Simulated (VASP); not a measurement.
# SrTiO3 (Pm-3m) in VASP: single point with LDA

Aim: the single point of SrTiO3 with LDA.

Everything below comes from runs of VASP 6.6.1. Logs are shortened: lines on timing, memory, paths and dates and some standing lists are left out, and cuts for length are marked.

### 1 The cell of the first run

It takes space group Pm-3m (No. 221, cubic). The conventional cell has a = 3.854 Å, b = 3.854 Å, c = 3.854 Å, α = 90.00°, β = 90.00°, γ = 90.00°. Within 3.6 Å of Sr (site symmetry m-3m) lie 12 O at 2.73 Å and 8 Ti at 3.34 Å. Ti (site symmetry m-3m) has 6 O at 1.93 Å within 2.6 Å. O (site symmetry 4/mmm) has 2 Ti at 1.93 Å within 2.6 Å.

### 2 Single point, LDA

The input, INCAR:

```
SYSTEM = SrTiO3
PREC = Accurate ; ENCUT = 1340
EDIFF = 1E-6 ; ISMEAR = -1
SIGMA = 0.02 ; LREAL = .False.
LASPH = .True. ; NELM = 120
ALGO = Normal ; ISIF = 2
LWAVE = .False. ; LCHARG = .False.
GGA = CA ; NBANDS = 28
GGA_COMPAT = .False.
```

The input, KPOINTS:

```
regular mesh
0
Gamma
  6 6 6
  0 0 0
```

The input, POSCAR:

```
SrTiO3
1.0
    3.8542327243      0.0000000000      0.0000000000
    0.0000000000      3.8542327243      0.0000000000
    0.0000000000      0.0000000000      3.8542327243
Sr Ti O
1 1 3
Direct
    0.0000000000      0.0000000000      0.0000000000
    0.5000000000      0.5000000000      0.5000000000
    0.5000000000      0.5000000000      0.0000000000
    0.5000000000      0.0000000000      0.5000000000
    0.0000000000      0.5000000000      0.5000000000
```

Potentials or basis: VASP PAW LDA potentials, release 64 (Sr_sv, Ti_sv, O_h).

Command:

```sh
> cat potpaw_LDA.64/Sr_sv/POTCAR potpaw_LDA.64/Ti_sv/POTCAR potpaw_LDA.64/O_h/POTCAR > POTCAR
> mpirun -np 1 vasp_std > vasp.out
```

OUTCAR:

```text
SYSTEM = SrTiO3
   PREC = Accurate
   ENCUT = 1340
   EDIFF = 1E-6
   ISMEAR = -1
   LREAL = .False.
   LASPH = .True.
   NELM = 120
   ISIF = 2
   GGA = CA

 ion  position               nearest neighbor table
   1  0.000  0.000  0.000-   3 2.73   4 2.73   5 2.73   4 2.73   5 2.73   3 2.73   5 2.73   5 2.73
                             3 2.73   4 2.73   4 2.73   3 2.73   2 3.34   2 3.34   2 3.34   2 3.34
   2  0.500  0.500  0.500-   3 1.93   4 1.93   5 1.93   3 1.93   4 1.93   5 1.93   1 3.34   1 3.34
                             1 3.34   1 3.34   1 3.34   1 3.34   1 3.34   1 3.34
   3  0.500  0.500  0.000-   2 1.93   2 1.93   1 2.73   1 2.73   1 2.73   1 2.73
   4  0.500  0.000  0.500-   2 1.93   2 1.93   1 2.73   1 2.73   1 2.73   1 2.73
   5  0.000  0.500  0.500-   2 1.93   2 1.93   1 2.73   1 2.73   1 2.73   1 2.73

  LATTYP: Found a simple cubic cell.
 ALAT       =     3.8542327243

  Lattice vectors:

 A1 = (   3.8542327243,   0.0000000000,   0.0000000000)
 A2 = (   0.0000000000,   3.8542327243,   0.0000000000)
 A3 = (   0.0000000000,   0.0000000000,   3.8542327243)

Analysis of symmetry for initial positions (statically):
=====================================================================
 Subroutine PRICEL returns:
 Original cell was already a primitive cell.

 Routine SETGRP: Setting up the symmetry group for a
 simple cubic supercell.

 Subroutine GETGRP returns: Found 48 space group operations
 (whereof 48 operations were pure point group operations)
 out of a pool of 48 trial point group operations.

The static configuration has the point symmetry O_h .

Analysis of symmetry for dynamics (positions and initial velocities):
=====================================================================
 Subroutine PRICEL returns:
 Original cell was already a primitive cell.

 Routine SETGRP: Setting up the symmetry group for a
 simple cubic supercell.

 Subroutine GETGRP returns: Found 48 space group operations
 (whereof 48 operations were pure point group operations)
 out of a pool of 48 trial point group operations.

The dynamic configuration has the point symmetry O_h .

 Subroutine INISYM returns: Found 48 space group operations
 (whereof 48 operations are pure point group operations),
 and found     1 'primitive' translations

----------------------------------------------------------------------------------------

                                     Primitive cell

  volume of cell :      57.2551

  direct lattice vectors                    reciprocal lattice vectors
     3.854232724  0.000000000  0.000000000     0.259455013  0.000000000  0.000000000
     0.000000000  3.854232724  0.000000000     0.000000000  0.259455013  0.000000000
     0.000000000  0.000000000  3.854232724     0.000000000  0.000000000  0.259455013

  length of vectors
     3.854232724  3.854232724  3.854232724     0.259455013  0.259455013  0.259455013

  position of ions in fractional coordinates (direct lattice)
     0.000000000  0.000000000  0.000000000
     0.500000000  0.500000000  0.500000000
     0.500000000  0.500000000  0.000000000
     0.500000000  0.000000000  0.500000000
     0.000000000  0.500000000  0.500000000

  ion indices of the primitive-cell ions
   primitive index   ion index
                 1           1
                 2           2
                 3           3
                 4           4
                 5           5

----------------------------------------------------------------------------------------

 KPOINTS: regular mesh

Automatic generation of k-mesh.
 Grid dimensions read from file:
 generate k-points for:    6    6    6

 Generating k-lattice:

  Cartesian coordinates                     Fractional coordinates (reciprocal lattice)
     0.043242502  0.000000000  0.000000000     0.166666667  0.000000000  0.000000000
     0.000000000  0.043242502  0.000000000     0.000000000  0.166666667  0.000000000
     0.000000000  0.000000000  0.043242502     0.000000000  0.000000000  0.166666667

  Length of vectors
     0.043242502  0.043242502  0.043242502

  Shift w.r.t. Gamma in fractional coordinates (k-lattice)
     0.000000000  0.000000000  0.000000000

 Subroutine IBZKPT returns following result:
 ===========================================

 Found     20 irreducible k-points:

 Following reciprocal coordinates:
            Coordinates               Weight
  0.000000  0.000000  0.000000      1.000000
  0.166667  0.000000  0.000000      6.000000
  0.333333  0.000000  0.000000      6.000000
  0.500000  0.000000  0.000000      3.000000
  0.166667  0.166667  0.000000     12.000000
  0.333333  0.166667  0.000000     24.000000
[... 12 lines left out ...]
  0.500000  0.500000  0.333333      6.000000
  0.500000  0.500000  0.500000      1.000000
   k-points           NKPTS =     20   k-points in BZ     NKDIM =     20   number of bands    NBANDS=     28
   number of dos      NEDOS =    301   number of ions     NIONS =      5
   total plane-waves  NPLWV = 110592
   dimension x,y,z NGX =    48 NGY =   48 NGZ =   48
   dimension x,y,z NGXF=    96 NGYF=   96 NGZF=   96
   ions per type =               1   1   3
   NGX,Y,Z   is equivalent  to a cutoff of  20.70, 20.70, 20.70 a.u.
   NGXF,Y,Z  is equivalent  to a cutoff of  41.41, 41.41, 41.41 a.u.
 SYSTEM =  SrTiO3
   PREC   = accura    normal or accurate (medium, high low for compatibility)
   ISTART =      0    job   : 0-new  1-cont  2-samecut
   ICHARG =      2    charge: 1-file 2-atom 10-const
   ISPIN  =      1    spin polarized calculation?
   LNONCOLLINEAR =      F non collinear calculations
   LSORBIT =      F    spin-orbit coupling
   LASPH  =      T    aspherical Exc in radial PAW
   ENCUT  = 1340.0 eV  98.49 Ry    9.92 a.u.  11.50 11.50 11.50*2*pi/ulx,y,z
   NELM   =    120;   NELMIN=  2; NELMDL= -5     # of ELM steps
   EDIFF  = 0.1E-05   stopping-criterion for ELM
   LREAL  =      F    real-space projection
   EDIFFG = 0.1E-04   stopping-criterion for IOM
   NSW    =      0    number of steps for IOM
   IBRION =     -1    ionic relax: 0-MD 1-quasi-New 2-CG
   NFREE  =      0    steps in history (QN), initial steepest desc. (CG)
   ISIF   =      2    stress and relaxation
   ISYM   =      2    0-nonsym 1-usesym 2-fastsym
   POTIM  = 0.5000    time-step for ionic-motion
   TEBEG  =    0.0;   TEEND  =   0.0 temperature during run
   PSTRESS=    0.0 pullay stress
   NELECT =      40.0000    total number of electrons
   NUPDOWN=      -1.0000    fix difference up-down
   EMIN   =  10.00;   EMAX   =-10.00  energy-range for DOS
   EFERMI =   0.00;   METHOD = LEGACY
   ISMEAR =    -1;   SIGMA  =   0.02  broadening in eV -4-tet -1-fermi 0-gaus
   EFERMI_NEDOS =   21; number of points for ismear=-14 and -15
   IALGO  =     38    algorithm
   IMIX   =      4    mixing-type and parameters
     AMIX     =   0.40;   BMIX     =  1.00
     AMIX_MAG =   1.60;   BMIX_MAG =  1.00
  volume/ion in A,a.u.               =      11.45        77.28
  Fermi-wavevector in a.u.,A,eV,Ry     =   1.452636  2.745085 28.710364  2.110152
  Thomas-Fermi vector in A             =   2.569995
   LORBIT       =      0    0 simple, 1 ext, 2 COOP (PROOUT), +10 PAW based schemes
   GGA     = CA    functional components
   LHFCALC =     F    Hartree Fock is set to
   AEXX    =    0.0000 exact exchange contribution
   IVDW    =     0    specifies the selected vdW correction
   LEPSILON=     F    determine dielectric tensor
   LRPA    =     F    only Hartree local field effects (RPA)
 non-spin polarized calculation
  energy-cutoff  :     1340.00
  volume of cell :       57.26
 maximum number of plane-waves:      6432
 NGX is ok and might be reduce to    48
   NGX = 23   NGY = 23   NGZ = 23

 number of electron      40.0000004 magnetization

 Free energy of the ion-electron system (eV)
  ---------------------------------------------------
  ext. energy  EPLUGINS =         0.00000000
  ---------------------------------------------------
  free energy    TOTEN  =       -44.20465427 eV

  energy without entropy =      -44.20465427  energy(sigma->0) =      -44.20465427

 E-fermi :   5.2059     XC(G=0): -12.0063

 val. band max:        4.6133360564   @ k =   0.5000   0.5000   0.5000
 cond. band min:       6.4338645316   @ k =   0.0000   0.0000   0.0000
 fundamental gap:      1.8205284751
 Fermi energy:         5.2059220246

 k-point     1 :       0.0000    0.0000    0.0000
  band No.  band energies     occupation
      1     -50.9525      2.00000
      2     -27.7631      2.00000
      3     -27.6326      2.00000
      4     -27.6326      2.00000
      5     -27.6326      2.00000
      6     -12.6562      2.00000
[... 20 lines left out ...]
     27       9.8865      0.00000
     28      10.9660      0.00000

 k-point     2 :       0.1667    0.0000    0.0000
  band No.  band energies     occupation
      1     -50.9520      2.00000
      2     -27.7922      2.00000
      3     -27.6316      2.00000
      4     -27.6316      2.00000
      5     -27.6177      2.00000
      6     -12.6904      2.00000
[... 20 lines left out ...]
     27      10.3851      0.00000
     28      11.6297      0.00000

 k-point     3 :       0.3333    0.0000    0.0000
  band No.  band energies     occupation
      1     -50.9510      2.00000
      2     -27.8434      2.00000
      3     -27.6296      2.00000
      4     -27.6296      2.00000
      5     -27.5943      2.00000
      6     -12.8578      2.00000
[... 20 lines left out ...]
     27      11.4802      0.00000
     28      12.7786      0.00000

 k-point     4 :       0.5000    0.0000    0.0000
  band No.  band energies     occupation
      1     -50.9505      2.00000
      2     -27.8673      2.00000
      3     -27.6287      2.00000
      4     -27.6287      2.00000
      5     -27.5840      2.00000
      6     -12.9597      2.00000
[... 454 lines left out ...]
     27      12.7002      0.00000
     28      13.1616      0.00000

 k-point    19 :       0.5000    0.5000    0.3333
  band No.  band energies     occupation
      1     -50.9470      2.00000
      2     -27.7138      2.00000
      3     -27.7138      2.00000
      4     -27.6909      2.00000
      5     -27.6901      2.00000
      6     -11.3731      2.00000
[... 20 lines left out ...]
     27      12.8638      0.00000
     28      13.4733      0.00000

 k-point    20 :       0.5000    0.5000    0.5000
  band No.  band energies     occupation
      1     -50.9465      2.00000
      2     -27.7125      2.00000
      3     -27.7125      2.00000
      4     -27.7125      2.00000
      5     -27.6841      2.00000
      6     -11.1515      2.00000
[... 20 lines left out ...]
     27      13.4731      0.00000
     28      13.4732      0.00000

------------------------ aborting loop because EDIFF is reached ----------------------------------------

  FORCE on cell =-STRESS in cart. coord.  units (eV):
  Direction    XX          YY          ZZ          XY          YZ          ZX
  --------------------------------------------------------------------------------------
  -------------------------------------------------------------------------------------
  Total        0.3825653      0.3825653      0.3825653     -0.0000000      0.0000000     -0.0000000
  in kB       10.7053864     10.7053864     10.7053864     -0.0000000      0.0000000     -0.0000000
  external PRESSURE =      10.7053864 kB  Pullay stress =       0.0000000 kB

 VOLUME and BASIS-vectors are now :
 -----------------------------------------------------------------------------
  energy-cutoff  :     1340.00
  volume of cell :       57.26
      direct lattice vectors                 reciprocal lattice vectors
     3.854232724  0.000000000  0.000000000     0.259455013  0.000000000  0.000000000
     0.000000000  3.854232724  0.000000000     0.000000000  0.259455013  0.000000000
     0.000000000  0.000000000  3.854232724     0.000000000  0.000000000  0.259455013

 POSITION                                       TOTAL-FORCE (eV/Angst)
 -----------------------------------------------------------------------------------
      0.00000      0.00000      0.00000         0.000000      0.000000      0.000000
      1.92712      1.92712      1.92712         0.000000      0.000000      0.000000
      1.92712      1.92712      0.00000         0.000000      0.000000      0.000000
      1.92712      0.00000      1.92712         0.000000      0.000000      0.000000
      0.00000      1.92712      1.92712         0.000000      0.000000      0.000000
 -----------------------------------------------------------------------------------
    total drift:                                0.000000     -0.000000     -0.000000

  FREE ENERGIE OF THE ION-ELECTRON SYSTEM (eV)
  ---------------------------------------------------
  free  energy   TOTEN  =       -44.2046542668 eV

  energy  without entropy=      -44.2046542668  energy(sigma->0) =      -44.20465427
```

Run time: 3.8 min. Hardware: 1 thread of AMD EPYC, shared host; peak memory 0.32 GiB.

Results:

```
Free energy            : -44.2047 eV
Pressure               : 1.1 GPa
Band gap on the k mesh : 1.82 eV (least direct gap 2.15 eV)
```
